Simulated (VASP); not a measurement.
# GaAs in VASP: notebook

GaAs is run at these levels: r2SCAN, HSE06; tasks: single point.

Everything below comes from runs of VASP 6.6.1. Logs are shortened: lines on timing, memory, paths and dates and some standing lists are left out, and cuts for length are marked.

## Step 1: The cell of the first run

The structure is cubic, space group F-43m (No. 216). The conventional cell has a = 5.800 Å, b = 5.800 Å, c = 5.800 Å, α = 90.00°, β = 90.00°, γ = 90.00°. Ga (site symmetry -43m) has 4 As at 2.51 Å within 3.3 Å. Within 3.3 Å of As (site symmetry -43m) lie 4 Ga at 2.51 Å.

## Step 2: Single point, r2SCAN (strain +2.4%)

POSCAR

```
GaAs
1.0
    0.0000000000      2.8999439551      2.8999439551
    2.8999439551      0.0000000000      2.8999439551
    2.8999439551      2.8999439551      0.0000000000
Ga As
1 1
Direct
    0.0000000000      0.0000000000      0.0000000000
    0.2500000000      0.2500000000      0.2500000000
```

INCAR.step1

```
SYSTEM = GaAs
PREC     = Accurate       ! precision mode
ENCUT    = 560            ! plane-wave cutoff, eV
ISMEAR   = -1             ! smearing method
SIGMA    = 0.02           ! smearing width, eV
LREAL    = .False.        ! projectors in reciprocal space
LASPH    = .True.         ! aspherical terms in the spheres
NELM     = 120            ! most SCF steps
NBANDS   = 21             ! bands
GGA      = PE             ! functional
ALGO     = Normal         ! electronic algorithm
EDIFF    = 1E-5           ! SCF threshold, eV
LWAVE    = .True.         ! write WAVECAR
LCHARG   = .False.        ! write CHGCAR
GGA_COMPAT= .False.
```

INCAR.step2

```
SYSTEM = GaAs
PREC     = Accurate       ! precision mode
ENCUT    = 560            ! plane-wave cutoff, eV
EDIFF    = 1E-6           ! SCF threshold, eV
ISMEAR   = -1             ! smearing method
SIGMA    = 0.02           ! smearing width, eV
LREAL    = .False.        ! projectors in reciprocal space
LASPH    = .True.         ! aspherical terms in the spheres
NELM     = 120            ! most SCF steps
ALGO     = Normal         ! electronic algorithm
ISIF     = 2              ! what is computed and relaxed
LWAVE    = .False.        ! write WAVECAR
LCHARG   = .False.        ! write CHGCAR
METAGGA  = R2SCAN         ! meta-GGA
LMIXTAU  = .True.       
NBANDS   = 21             ! bands
ISTART   = 1            
GGA_COMPAT= .False.
```

KPOINTS

```
regular mesh
0
Gamma
  8 8 8
  0 0 0
```

Potentials or basis: VASP PAW PBE potentials, release 64 (Ga_d, As_d).

Started as:

```bash
cat potpaw_PBE.64/Ga_d/POTCAR potpaw_PBE.64/As_d/POTCAR > POTCAR
cp INCAR.step1 INCAR
mpirun -np 1 vasp_std > vasp.out
cp INCAR.step2 INCAR
mpirun -np 1 vasp_std > vasp.out
```

OUTCAR:

```text
SYSTEM = GaAs
   PREC = Accurate
   ENCUT = 560
   EDIFF = 1E-6
   ISMEAR = -1
   LREAL = .False.
   LASPH = .True.
   NELM = 120
   ISIF = 2
   METAGGA = R2SCAN
   ISTART = 1

 ion  position               nearest neighbor table
   1  0.000  0.000  0.000-   2 2.51   2 2.51   2 2.51   2 2.51
   2  0.250  0.250  0.250-   1 2.51   1 2.51   1 2.51   1 2.51

  LATTYP: Found a face centered cubic cell.
 ALAT       =     5.7998879102

  Lattice vectors:

 A1 = (   0.0000000000,   2.8999439551,   2.8999439551)
 A2 = (   2.8999439551,   0.0000000000,   2.8999439551)
 A3 = (   2.8999439551,   2.8999439551,   0.0000000000)

Analysis of symmetry for initial positions (statically):
=====================================================================
 Subroutine PRICEL returns:
 Original cell was already a primitive cell.

 Routine SETGRP: Setting up the symmetry group for a
 face centered cubic supercell.

 Subroutine GETGRP returns: Found 24 space group operations
 (whereof 24 operations were pure point group operations)
 out of a pool of 48 trial point group operations.

The static configuration has the point symmetry T_d .

Analysis of symmetry for dynamics (positions and initial velocities):
=====================================================================
 Subroutine PRICEL returns:
 Original cell was already a primitive cell.

 Routine SETGRP: Setting up the symmetry group for a
 face centered cubic supercell.

 Subroutine GETGRP returns: Found 24 space group operations
 (whereof 24 operations were pure point group operations)
 out of a pool of 48 trial point group operations.

The dynamic configuration has the point symmetry T_d .

 Subroutine INISYM returns: Found 24 space group operations
 (whereof 24 operations are pure point group operations),
 and found     1 'primitive' translations

----------------------------------------------------------------------------------------

                                     Primitive cell

  volume of cell :      48.7752

  direct lattice vectors                    reciprocal lattice vectors
     0.000000000  2.899943955  2.899943955    -0.172417125  0.172417125  0.172417125
[... 78 lines left out ...]
   ISTART =      1    job   : 0-new  1-cont  2-samecut
   ICHARG =      0    charge: 1-file 2-atom 10-const
   ISPIN  =      1    spin polarized calculation?
   LNONCOLLINEAR =      F non collinear calculations
   LSORBIT =      F    spin-orbit coupling
   LASPH  =      T    aspherical Exc in radial PAW
   ENCUT  =  560.0 eV  41.16 Ry    6.42 a.u.   7.91  7.91  7.91*2*pi/ulx,y,z
   NELM   =    120;   NELMIN=  2; NELMDL=  0     # of ELM steps
   EDIFF  = 0.1E-05   stopping-criterion for ELM
   LREAL  =      F    real-space projection
   EDIFFG = 0.1E-04   stopping-criterion for IOM
   NSW    =      0    number of steps for IOM
   IBRION =     -1    ionic relax: 0-MD 1-quasi-New 2-CG
   NFREE  =      0    steps in history (QN), initial steepest desc. (CG)
   ISIF   =      2    stress and relaxation
   ISYM   =      2    0-nonsym 1-usesym 2-fastsym
   POTIM  = 0.5000    time-step for ionic-motion
   TEBEG  =    0.0;   TEEND  =   0.0 temperature during run
   PSTRESS=    0.0 pullay stress
   NELECT =      28.0000    total number of electrons
   NUPDOWN=      -1.0000    fix difference up-down
   EMIN   =  10.00;   EMAX   =-10.00  energy-range for DOS
   EFERMI =   0.00;   METHOD = LEGACY
   ISMEAR =    -1;   SIGMA  =   0.02  broadening in eV -4-tet -1-fermi 0-gaus
   EFERMI_NEDOS =   21; number of points for ismear=-14 and -15
   IALGO  =     38    algorithm
   IMIX   =      4    mixing-type and parameters
     AMIX     =   0.40;   BMIX     =  1.00
     AMIX_MAG =   1.60;   BMIX_MAG =  1.00
  volume/ion in A,a.u.               =      24.39       164.58
  Fermi-wavevector in a.u.,A,eV,Ry     =   1.360592  2.571146 25.187248  1.851211
  Thomas-Fermi vector in A             =   2.487241
   LORBIT       =      0    0 simple, 1 ext, 2 COOP (PROOUT), +10 PAW based schemes
   METAGGA = R2SCAN    functional components
   LHFCALC =     F    Hartree Fock is set to
   AEXX    =    0.0000 exact exchange contribution
   IVDW    =     0    specifies the selected vdW correction
   LEPSILON=     F    determine dielectric tensor
   LRPA    =     F    only Hartree local field effects (RPA)
 non-spin polarized calculation
  energy-cutoff  :      560.00
  volume of cell :       48.78
 maximum number of plane-waves:      1480
   NGX = 15   NGY = 15   NGZ = 15

 number of electron      27.9999993 magnetization

 Free energy of the ion-electron system (eV)
  ---------------------------------------------------
  ext. energy  EPLUGINS =         0.00000000
  ---------------------------------------------------
  free energy    TOTEN  =       -27.03721424 eV

  energy without entropy =      -27.03721404  energy(sigma->0) =      -27.03721414

 E-fermi :   2.4537     XC(G=0): -10.3952

 val. band max:        2.2512384776   @ k =   0.0000   0.0000   0.0000
 cond. band min:       2.6341612885   @ k =   0.0000   0.0000   0.0000
 fundamental gap:      0.3829228108
 Fermi energy:         2.4536874465

 k-point     1 :       0.0000    0.0000    0.0000
  band No.  band energies     occupation
      1     -33.5560      2.00000
      2     -33.5560      2.00000
      3     -33.5560      2.00000
      4     -33.5456      2.00000
      5     -33.5456      2.00000
      6     -12.8752      2.00000
[... 565 lines left out ...]
     20      14.2773      0.00000
     21      14.6849      0.00000

 [... further k-points ...]

------------------------ aborting loop because EDIFF is reached ----------------------------------------

  FORCE on cell =-STRESS in cart. coord.  units (eV):
  Direction    XX          YY          ZZ          XY          YZ          ZX
  --------------------------------------------------------------------------------------
  -------------------------------------------------------------------------------------
  Total       -1.2991188     -1.2991188     -1.2991188      0.0000000      0.0000000      0.0000000
  in kB      -42.6737346    -42.6737346    -42.6737346      0.0000000      0.0000000      0.0000000
  external PRESSURE =     -42.6737346 kB  Pullay stress =       0.0000000 kB

 VOLUME and BASIS-vectors are now :
 -----------------------------------------------------------------------------
  energy-cutoff  :      560.00
  volume of cell :       48.78
      direct lattice vectors                 reciprocal lattice vectors
     0.000000000  2.899943955  2.899943955    -0.172417125  0.172417125  0.172417125
     2.899943955  0.000000000  2.899943955     0.172417125 -0.172417125  0.172417125
     2.899943955  2.899943955  0.000000000     0.172417125  0.172417125 -0.172417125

 POSITION                                       TOTAL-FORCE (eV/Angst)
 -----------------------------------------------------------------------------------
      0.00000      0.00000      0.00000        -0.000000     -0.000000     -0.000000
      1.44997      1.44997      1.44997         0.000000      0.000000      0.000000
 -----------------------------------------------------------------------------------
    total drift:                               -0.000001     -0.000001     -0.000001

  FREE ENERGIE OF THE ION-ELECTRON SYSTEM (eV)
  ---------------------------------------------------
  free  energy   TOTEN  =       -27.0372142402 eV

  energy  without entropy=      -27.0372140411  energy(sigma->0) =      -27.03721414
```

OSZICAR.step1:

```text
N       E                     dE             d eps       ncg     rms          rms(c)
DAV:   1     0.183537673973E+03    0.18354E+03   -0.14117E+04  1529   0.551E+03
DAV:   2     0.195213159983E+02   -0.16402E+03   -0.15727E+03  1253   0.811E+02
DAV:   3    -0.715116681688E+01   -0.26672E+02   -0.26449E+02  1323   0.145E+02
DAV:   4    -0.839914008695E+01   -0.12480E+01   -0.12465E+01  1443   0.348E+01
DAV:   5    -0.842619315113E+01   -0.27053E-01   -0.27052E-01  1314   0.582E+00    0.304E+00
DAV:   6    -0.829302759434E+01    0.13317E+00   -0.26104E-01  1755   0.712E+00    0.179E+00
DAV:   7    -0.827617539474E+01    0.16852E-01   -0.73931E-02  1364   0.187E+00    0.607E-01
DAV:   8    -0.827735176973E+01   -0.11764E-02   -0.13094E-02  1601   0.167E+00    0.977E-02
DAV:   9    -0.827776968767E+01   -0.41792E-03   -0.14872E-03  1338   0.565E-01    0.480E-02
DAV:  10    -0.827782409725E+01   -0.54410E-04   -0.16259E-04  1441   0.132E-01    0.212E-02
DAV:  11    -0.827787332184E+01   -0.49225E-04   -0.74436E-05  1071   0.680E-02    0.499E-03
DAV:  12    -0.827787390110E+01   -0.57926E-06   -0.54235E-06  1008   0.300E-02
   1 F= -.82778739E+01 E0= -.82777927E+01  d E =-.162500E-03
```

Run time: 2.1 min. Hardware: 1 thread of AMD EPYC 7R13 (Zen 3), shared host; peak memory 0.17 GiB.

What came out:

| Property | Result |
| --- | --- |
| Free energy | -27.0372 eV |
| Pressure | -4.3 GPa |
| Band gap on the k mesh | 0.38 eV |

Caveat: the cell differs from its parent crystal (strain +2.4%); the cell stands under tension; semilocal functionals underestimate gaps, and a narrow one can read as zero; the PAW data sets were made with another functional, which shifts forces and pressure a little.

## Step 3: Single point, HSE06 (biaxial xy strain -4.2%)

POSCAR

```
GaAs
1.0
    0.0000000000      2.7135270810      2.8330831917
    2.7135270810      0.0000000000      2.8330831917
    2.7135270810      2.7135270810      0.0000000000
Ga As
1 1
Direct
    0.0000000000      0.0000000000      0.0000000000
    0.2500000000      0.2500000000      0.2500000000
```

INCAR.step1

```
SYSTEM = GaAs
PREC     = Accurate       ! precision mode
ENCUT    = 520            ! plane-wave cutoff, eV
EDIFF    = 1E-5           ! SCF threshold, eV
ISMEAR   = 0              ! smearing method
SIGMA    = 0.01           ! smearing width, eV
LREAL    = .False.        ! projectors in reciprocal space
LASPH    = .True.         ! aspherical terms in the spheres
NELM     = 80             ! most SCF steps
ALGO     = Normal         ! electronic algorithm
ISIF     = 2              ! what is computed and relaxed
LWAVE    = .True.         ! write WAVECAR
LCHARG   = .False.        ! write CHGCAR
NBANDS   = 16             ! bands
GGA      = PE             ! functional
```

INCAR.step2

```
SYSTEM = GaAs
PREC     = Accurate       ! precision mode
ENCUT    = 520            ! plane-wave cutoff, eV
EDIFF    = 1E-6           ! SCF threshold, eV
ISMEAR   = 0              ! smearing method
SIGMA    = 0.01           ! smearing width, eV
LREAL    = .False.        ! projectors in reciprocal space
LASPH    = .True.         ! aspherical terms in the spheres
NELM     = 80             ! most SCF steps
ALGO     = Normal         ! electronic algorithm
ISIF     = 2              ! what is computed and relaxed
LWAVE    = .False.        ! write WAVECAR
LCHARG   = .False.        ! write CHGCAR
GGA      = PE             ! functional
LHFCALC  = .True.         ! exact exchange
HFSCREEN = 0.2079         ! screening, 1/A
PRECFOCK = Normal       
NBANDS   = 16             ! bands
ISTART   = 1
```

KPOINTS

```
Automatic mesh
0
Gamma
  6 6 6
  0 0 0
```

Potentials or basis: VASP PAW PBE potentials, release 64 (Ga_d, As).

Started as:

```bash
cat potpaw_PBE.64/Ga_d/POTCAR potpaw_PBE.64/As/POTCAR > POTCAR
cp INCAR.step1 INCAR
mpirun -np 1 vasp_std > vasp.out
cp INCAR.step2 INCAR
mpirun -np 1 vasp_std > vasp.out
```

OUTCAR:

```text
SYSTEM = GaAs
   PREC = Accurate
   ENCUT = 520
   EDIFF = 1E-6
   ISMEAR = 0
   LREAL = .False.
   LASPH = .True.
   NELM = 80
   ISIF = 2
   GGA = PE
   LHFCALC = .True.
   HFSCREEN = 0.2079
   PRECFOCK = Normal
   ISTART = 1

 ion  position               nearest neighbor table
   1  0.000  0.000  0.000-   2 2.38   2 2.38   2 2.38   2 2.38
   2  0.250  0.250  0.250-   1 2.38   1 2.38   1 2.38   1 2.38

  LATTYP: Found a body centered tetragonal cell.
 ALAT       =     3.8375067998
 C/A-ratio  =     1.4765228256
[... 656 lines left out ...]

  FORCE on cell =-STRESS in cart. coord.  units (eV):
  Direction    XX          YY          ZZ          XY          YZ          ZX
  --------------------------------------------------------------------------------------
  -------------------------------------------------------------------------------------
  Total        2.4288602      2.4288602      1.5903221      0.0000000      0.0000000      0.0000000
  in kB       93.2728970     93.2728970     61.0714220      0.0000000      0.0000000      0.0000000
  external PRESSURE =      82.5390720 kB  Pullay stress =       0.0000000 kB

 VOLUME and BASIS-vectors are now :
 -----------------------------------------------------------------------------
  energy-cutoff  :      520.00
  volume of cell :       41.72
      direct lattice vectors                 reciprocal lattice vectors
     0.000000000  2.713527081  2.833083192    -0.184262027  0.184262027  0.176486169
     2.713527081  0.000000000  2.833083192     0.184262027 -0.184262027  0.176486169
     2.713527081  2.713527081  0.000000000     0.184262027  0.184262027 -0.176486169

 POSITION                                       TOTAL-FORCE (eV/Angst)
 -----------------------------------------------------------------------------------
      0.00000      0.00000      0.00000        -0.000000     -0.000000      0.000000
      1.35676      1.35676      1.41654         0.000000      0.000000      0.000000
 -----------------------------------------------------------------------------------
    total drift:                                0.000001     -0.000000     -0.000003

  FREE ENERGIE OF THE ION-ELECTRON SYSTEM (eV)
  ---------------------------------------------------
  free  energy   TOTEN  =        -9.7402433762 eV

  energy  without entropy=       -9.7402433762  energy(sigma->0) =       -9.74024338
```

OSZICAR.step1:

```text
N       E                     dE             d eps       ncg     rms          rms(c)
DAV:   1     0.849755373451E+02    0.84976E+02   -0.88914E+03   992   0.158E+03
DAV:   2    -0.164465936720E+01   -0.86620E+02   -0.82846E+02  1112   0.322E+02
DAV:   3    -0.815954435224E+01   -0.65149E+01   -0.64946E+01  1128   0.672E+01
DAV:   4    -0.825043941309E+01   -0.90895E-01   -0.90883E-01  1216   0.882E+00
DAV:   5    -0.825168655483E+01   -0.12471E-02   -0.12471E-02  1176   0.948E-01    0.317E+00
DAV:   6    -0.809342882347E+01    0.15826E+00   -0.21708E-01  1504   0.871E+00    0.194E+00
DAV:   7    -0.806756749674E+01    0.25861E-01   -0.77100E-02  1224   0.213E+00    0.577E-01
DAV:   8    -0.806839127015E+01   -0.82377E-03   -0.11456E-02  1184   0.123E+00    0.144E-01
DAV:   9    -0.806879217918E+01   -0.40091E-03   -0.99740E-04  1192   0.342E-01    0.463E-02
DAV:  10    -0.806885556945E+01   -0.63390E-04   -0.80590E-05  1256   0.112E-01    0.253E-02
DAV:  11    -0.806890151366E+01   -0.45944E-04   -0.62829E-05  1080   0.636E-02    0.265E-03
DAV:  12    -0.806890172365E+01   -0.20999E-06   -0.12321E-06   960   0.182E-02
   1 F= -.80689017E+01 E0= -.80689017E+01  d E =-.187394E-11
```

It took 2.7 h on 1 thread of Oxide Virtual Turin-like, shared host; peak memory 0.27 GiB.

Results:

| Property | Result |
| --- | --- |
| Free energy | -9.7402 eV |
| Pressure | 8.3 GPa |
| Band gap on the k mesh | 1.72 eV (least direct gap 2.00 eV) |

Stress tensor (GPa, compression positive):
```
9.33 0.00 0.00
0.00 9.33 0.00
0.00 0.00 6.11
```

Caveat: the cell differs from its parent crystal (biaxial xy strain -4.2%); the cell stands under pressure; the PAW data sets were made with another functional, which shifts forces and pressure a little. A k mesh can miss the band edges.
